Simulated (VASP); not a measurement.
# Bi (Im-3m) in VASP: a series of runs

Runs on Bi. Level: r2SCAN. Tasks: single point.

All numbers are computed with VASP 6.6.1; they aren't measurements. Logs are shortened: lines on timing, memory, paths and dates and some standing lists are left out, and cuts for length are marked.

**1. The cell of the first run**

It takes space group Im-3m (No. 229, cubic). Conventional cell: a = 3.967 Å, b = 3.967 Å, c = 3.967 Å, α = 90.00°, β = 90.00°, γ = 90.00°. Within 4.5 Å of Bi (site symmetry m-3m) lie 14 Bi at 3.44 to 3.97 Å.

**2. Single point, r2SCAN**

The input, POSCAR:

```
Bi
1.0
   -1.9836869804      1.9836869804      1.9836869804
    1.9836869804     -1.9836869804      1.9836869804
    1.9836869804      1.9836869804     -1.9836869804
Bi
1
Direct
    0.0000000000      0.0000000000      0.0000000000
```

The input, INCAR.step1:

```
SYSTEM = Bi
PREC     = Accurate       ! precision mode
ENCUT    = 550            ! plane-wave cutoff, eV
ISMEAR   = -1             ! smearing method
SIGMA    = 0.1            ! smearing width, eV
LREAL    = .FALSE.        ! projectors in reciprocal space
LASPH    = .TRUE.         ! aspherical terms in the spheres
NELM     = 120            ! most SCF steps
NBANDS   = 14             ! bands
GGA      = PE             ! functional
ALGO     = Normal         ! electronic algorithm
EDIFF    = 1E-5           ! SCF threshold, eV
LWAVE    = .TRUE.         ! write WAVECAR
LCHARG   = .FALSE.        ! write CHGCAR
GGA_COMPAT= .FALSE.
```

The input, INCAR.step2:

```
SYSTEM = Bi
PREC     = Accurate       ! precision mode
ENCUT    = 550            ! plane-wave cutoff, eV
EDIFF    = 1E-6           ! SCF threshold, eV
ISMEAR   = -1             ! smearing method
SIGMA    = 0.1            ! smearing width, eV
LREAL    = .FALSE.        ! projectors in reciprocal space
LASPH    = .TRUE.         ! aspherical terms in the spheres
NELM     = 120            ! most SCF steps
ALGO     = Normal         ! electronic algorithm
ISIF     = 2              ! what is computed and relaxed
LWAVE    = .FALSE.        ! write WAVECAR
LCHARG   = .FALSE.        ! write CHGCAR
METAGGA  = R2SCAN         ! meta-GGA
LMIXTAU  = .TRUE.       
NBANDS   = 14             ! bands
ISTART   = 1            
GGA_COMPAT= .FALSE.
```

The input, KPOINTS:

```
regular mesh
0
G
  6 6 6
  0 0 0
```

Potentials or basis: VASP PAW PBE potentials, release 64 (Bi_d).

The run is started by

```sh
cat potpaw_PBE.64/Bi_d/POTCAR > POTCAR
cp INCAR.step1 INCAR
mpirun -np 1 vasp_std > vasp.out
cp INCAR.step2 INCAR
mpirun -np 1 vasp_std > vasp.out
```

OUTCAR:

```text
SYSTEM = Bi
   PREC = Accurate
   ENCUT = 550
   EDIFF = 1E-6
   ISMEAR = -1
   LREAL = .FALSE.
   LASPH = .TRUE.
   NELM = 120
   ISIF = 2
   METAGGA = R2SCAN
   ISTART = 1

 ion  position               nearest neighbor table
   1  0.000  0.000  0.000-

  LATTYP: Found a body centered cubic cell.
 ALAT       =     3.9673739608

  Lattice vectors:

 A1 = (  -1.9836869804,   1.9836869804,   1.9836869804)
 A2 = (   1.9836869804,  -1.9836869804,   1.9836869804)
 A3 = (   1.9836869804,   1.9836869804,  -1.9836869804)

Analysis of symmetry for initial positions (statically):
=====================================================================
 Subroutine PRICEL returns:
 Original cell was already a primitive cell.

 Routine SETGRP: Setting up the symmetry group for a
 body centered cubic supercell.

 Subroutine GETGRP returns: Found 48 space group operations
 (whereof 48 operations were pure point group operations)
 out of a pool of 48 trial point group operations.

The static configuration has the point symmetry O_h .

Analysis of symmetry for dynamics (positions and initial velocities):
=====================================================================
 Subroutine PRICEL returns:
 Original cell was already a primitive cell.

 Routine SETGRP: Setting up the symmetry group for a
 body centered cubic supercell.

 Subroutine GETGRP returns: Found 48 space group operations
 (whereof 48 operations were pure point group operations)
 out of a pool of 48 trial point group operations.

The dynamic configuration has the point symmetry O_h .

 Subroutine INISYM returns: Found 48 space group operations
 (whereof 48 operations are pure point group operations),
 and found     1 'primitive' translations

----------------------------------------------------------------------------------------

                                     Primitive cell

  volume of cell :      31.2233

  direct lattice vectors                    reciprocal lattice vectors
    -1.983686980  1.983686980  1.983686980     0.000000000  0.252055896  0.252055896
     1.983686980 -1.983686980  1.983686980     0.252055896  0.000000000  0.252055896
     1.983686980  1.983686980 -1.983686980     0.252055896  0.252055896  0.000000000

  length of vectors
     3.435846636  3.435846636  3.435846636     0.356460867  0.356460867  0.356460867

  position of ions in fractional coordinates (direct lattice)
     0.000000000  0.000000000  0.000000000

  ion indices of the primitive-cell ions
   primitive index   ion index
                 1           1

----------------------------------------------------------------------------------------

 KPOINTS: regular mesh

Automatic generation of k-mesh.
 Grid dimensions read from file:
 generate k-points for:    6    6    6

 Generating k-lattice:

  Cartesian coordinates                     Fractional coordinates (reciprocal lattice)
     0.000000000  0.042009316  0.042009316     0.166666667  0.000000000  0.000000000
     0.042009316  0.000000000  0.042009316     0.000000000  0.166666667  0.000000000
     0.042009316  0.042009316  0.000000000     0.000000000  0.000000000  0.166666667

  Length of vectors
     0.059410145  0.059410145  0.059410145

  Shift w.r.t. Gamma in fractional coordinates (k-lattice)
     0.000000000  0.000000000  0.000000000

 Subroutine IBZKPT returns following result:
 ===========================================

 Found     16 irreducible k-points:

 Following reciprocal coordinates:
            Coordinates               Weight
  0.000000  0.000000  0.000000      1.000000
  0.166667  0.000000  0.000000     12.000000
  0.333333  0.000000  0.000000     12.000000
  0.500000  0.000000  0.000000      6.000000
  0.166667  0.166667  0.000000     24.000000
  0.333333  0.166667 -0.000000     48.000000
[... 8 lines left out ...]
  0.500000  0.500000  0.333333     12.000000
  0.500000  0.500000  0.500000      1.000000
   k-points           NKPTS =     16   k-points in BZ     NKDIM =     16   number of bands    NBANDS=     14
   number of dos      NEDOS =    301   number of ions     NIONS =      1
   total plane-waves  NPLWV =  21952
   dimension x,y,z NGX =    28 NGY =   28 NGZ =   28
   dimension x,y,z NGXF=    56 NGYF=   56 NGZF=   56
   ions per type =               1
   NGX,Y,Z   is equivalent  to a cutoff of  13.55, 13.55, 13.55 a.u.
   NGXF,Y,Z  is equivalent  to a cutoff of  27.10, 27.10, 27.10 a.u.
 SYSTEM =  Bi
   PREC   = accura    normal or accurate (medium, high low for compatibility)
   ISTART =      1    job   : 0-new  1-cont  2-samecut
   ICHARG =      0    charge: 1-file 2-atom 10-const
   ISPIN  =      1    spin polarized calculation?
   LNONCOLLINEAR =      F non collinear calculations
   LSORBIT =      F    spin-orbit coupling
   LASPH  =      T    aspherical Exc in radial PAW
   ENCUT  =  550.0 eV  40.42 Ry    6.36 a.u.   6.57  6.57  6.57*2*pi/ulx,y,z
   NELM   =    120;   NELMIN=  2; NELMDL=  0     # of ELM steps
   EDIFF  = 0.1E-05   stopping-criterion for ELM
   LREAL  =      F    real-space projection
   EDIFFG = 0.1E-04   stopping-criterion for IOM
   NSW    =      0    number of steps for IOM
   IBRION =     -1    ionic relax: 0-MD 1-quasi-New 2-CG
   NFREE  =      0    steps in history (QN), initial steepest desc. (CG)
   ISIF   =      2    stress and relaxation
   ISYM   =      2    0-nonsym 1-usesym 2-fastsym
   POTIM  = 0.5000    time-step for ionic-motion
   TEBEG  =    0.0;   TEEND  =   0.0 temperature during run
   PSTRESS=    0.0 pullay stress
   NELECT =      15.0000    total number of electrons
   NUPDOWN=      -1.0000    fix difference up-down
   EMIN   =  10.00;   EMAX   =-10.00  energy-range for DOS
   EFERMI =   0.00;   METHOD = LEGACY
   ISMEAR =    -1;   SIGMA  =   0.10  broadening in eV -4-tet -1-fermi 0-gaus
   EFERMI_NEDOS =   21; number of points for ismear=-14 and -15
   IALGO  =     38    algorithm
   IMIX   =      4    mixing-type and parameters
     AMIX     =   0.40;   BMIX     =  1.00
     AMIX_MAG =   1.60;   BMIX_MAG =  1.00
  volume/ion in A,a.u.               =      31.22       210.71
  Fermi-wavevector in a.u.,A,eV,Ry     =   1.282170  2.422949 22.367415  1.643959
  Thomas-Fermi vector in A             =   2.414497
   LORBIT       =      0    0 simple, 1 ext, 2 COOP (PROOUT), +10 PAW based schemes
   METAGGA = R2SCAN    functional components
   LHFCALC =     F    Hartree Fock is set to
   AEXX    =    0.0000 exact exchange contribution
   IVDW    =     0    specifies the selected vdW correction
   LEPSILON=     F    determine dielectric tensor
   LRPA    =     F    only Hartree local field effects (RPA)
 non-spin polarized calculation
  energy-cutoff  :      550.00
  volume of cell :       31.22
 maximum number of plane-waves:       935
 NGX is ok and might be reduce to    28
   NGX = 13   NGY = 13   NGZ = 13

 number of electron      14.9999995 magnetization

 Free energy of the ion-electron system (eV)
  ---------------------------------------------------
  ext. energy  EPLUGINS =         0.00000000
  ---------------------------------------------------
  free energy    TOTEN  =       -58.27206249 eV

  energy without entropy =      -58.23837076  energy(sigma->0) =      -58.25521662

 E-fermi :   7.5403     XC(G=0): -11.0413

 val. band max:        7.4726000486   @ k =   0.3333   0.1667   0.1667
 cond. band min:       7.9753641912   @ k =   0.1667   0.1667   0.1667
 fundamental gap:      0.5027641426
 Fermi energy:         7.5402848669

 k-point     1 :       0.0000    0.0000    0.0000
  band No.  band energies     occupation
      1     -15.9446      2.00000
      2     -15.9446      2.00000
      3     -15.9446      2.00000
      4     -15.8031      2.00000
      5     -15.8031      2.00000
      6      -6.3046      2.00000
      7      13.1103      0.00000
      8      13.1103      0.00000
      9      13.1103      0.00000
     10      17.8709      0.00000
     11      19.0752      0.00000
     12      19.0752      0.00000
     13      19.0752      0.00000
     14      19.9396      0.00000

 k-point     2 :       0.1667    0.0000    0.0000
  band No.  band energies     occupation
      1     -15.9554      2.00000
      2     -15.9271      2.00000
      3     -15.8876      2.00000
      4     -15.8147      2.00000
      5     -15.8056      2.00000
      6      -5.7757      2.00000
      7       9.4705      0.00000
      8      11.7916      0.00000
      9      12.6943      0.00000
     10      16.4661      0.00000
     11      17.3735      0.00000
     12      18.7773      0.00000
     13      20.0284      0.00000
     14      21.9550      0.00000

 k-point     3 :       0.3333    0.0000    0.0000
  band No.  band energies     occupation
      1     -15.9769      2.00000
      2     -15.9120      2.00000
      3     -15.8207      2.00000
      4     -15.8104      2.00000
      5     -15.7713      2.00000
      6      -4.3155      2.00000
      7       4.8689      2.00000
      8      10.0354      0.00000
      9      11.8735      0.00000
     10      14.8506      0.00000
     11      16.1726      0.00000
     12      19.7961      0.00000
     13      21.3259      0.00000
     14      25.6339      0.00000
[... 188 lines left out ...]
 k-point    15 :       0.5000    0.5000    0.3333
  band No.  band energies     occupation
      1     -15.9305      2.00000
      2     -15.9193      2.00000
      3     -15.7984      2.00000
      4     -15.7665      2.00000
      5     -15.7280      2.00000
      6      -1.5720      2.00000
      7       4.6178      2.00000
      8       6.4574      1.99996
      9       7.1067      1.97417
     10      13.0003      0.00000
     11      13.9542      0.00000
     12      21.8490      0.00000
     13      22.3883      0.00000
     14      25.7579      0.00000

 k-point    16 :       0.5000    0.5000    0.5000
  band No.  band energies     occupation
      1     -15.9538      2.00000
      2     -15.9538      2.00000
      3     -15.7333      2.00000
      4     -15.7333      2.00000
      5     -15.7333      2.00000
      6      -0.7853      2.00000
      7       5.8199      2.00000
      8       5.8199      2.00000
      9       5.8199      2.00000
     10      11.8030      0.00000
     11      11.8030      0.00000
     12      24.0160      0.00000
     13      26.5203      0.00000
     14      26.5203      0.00000

------------------------ aborting loop because EDIFF is reached ----------------------------------------

  FORCE on cell =-STRESS in cart. coord.  units (eV):
  Direction    XX          YY          ZZ          XY          YZ          ZX
  --------------------------------------------------------------------------------------
  -------------------------------------------------------------------------------------
  Total        0.0243110      0.0243110      0.0243110      0.0000000      0.0000000     -0.0000000
  in kB        1.2474829      1.2474829      1.2474829      0.0000000      0.0000000     -0.0000000
  external PRESSURE =       1.2474829 kB  Pullay stress =       0.0000000 kB

 VOLUME and BASIS-vectors are now :
 -----------------------------------------------------------------------------
  energy-cutoff  :      550.00
  volume of cell :       31.22
      direct lattice vectors                 reciprocal lattice vectors
    -1.983686980  1.983686980  1.983686980     0.000000000  0.252055896  0.252055896
     1.983686980 -1.983686980  1.983686980     0.252055896  0.000000000  0.252055896
     1.983686980  1.983686980 -1.983686980     0.252055896  0.252055896  0.000000000

 POSITION                                       TOTAL-FORCE (eV/Angst)
 -----------------------------------------------------------------------------------
      0.00000      0.00000      0.00000         0.000000      0.000000     -0.000000
 -----------------------------------------------------------------------------------
    total drift:                               -0.000000     -0.000000     -0.000000

  FREE ENERGIE OF THE ION-ELECTRON SYSTEM (eV)
  ---------------------------------------------------
  free  energy   TOTEN  =       -58.2720624914 eV

  energy  without entropy=      -58.2383707550  energy(sigma->0) =      -58.25521662
```

Wall time 67 s (1 thread of Intel Xeon 8259CL, shared host); peak memory 0.16 GiB.

Results:

- Free energy: -58.2721 eV
- Pressure: 0.1 GPa

Levels at points of the mesh, in eV from the Fermi level:
| k point | band 4 | band 5 | band 6 | band 7 | band 8 | band 9 | band 10 | band 11 |
| --- | --- | --- | --- | --- | --- | --- | --- | --- |
| (0.00, 0.00, 0.00) | -23.34 | -23.34 | -13.84 | 5.57 | 5.57 | 5.57 | 10.33 | 11.53 |
| (0.50, 0.00, 0.00) | -23.35 | -23.25 | -10.62 | -5.03 | 1.81 | 3.95 | 6.81 | 8.24 |
| (0.50, 0.50, 0.50) | -23.27 | -23.27 | -8.33 | -1.72 | -1.72 | -1.72 | 4.26 | 4.26 |

Caveat: the k points lie up to 0.37 Å⁻¹ apart; the PAW data sets were made with another functional, which shifts forces and pressure a little; spin-orbit coupling is left out, which moves the levels of the heavy elements.

[end of part 1 of 2]
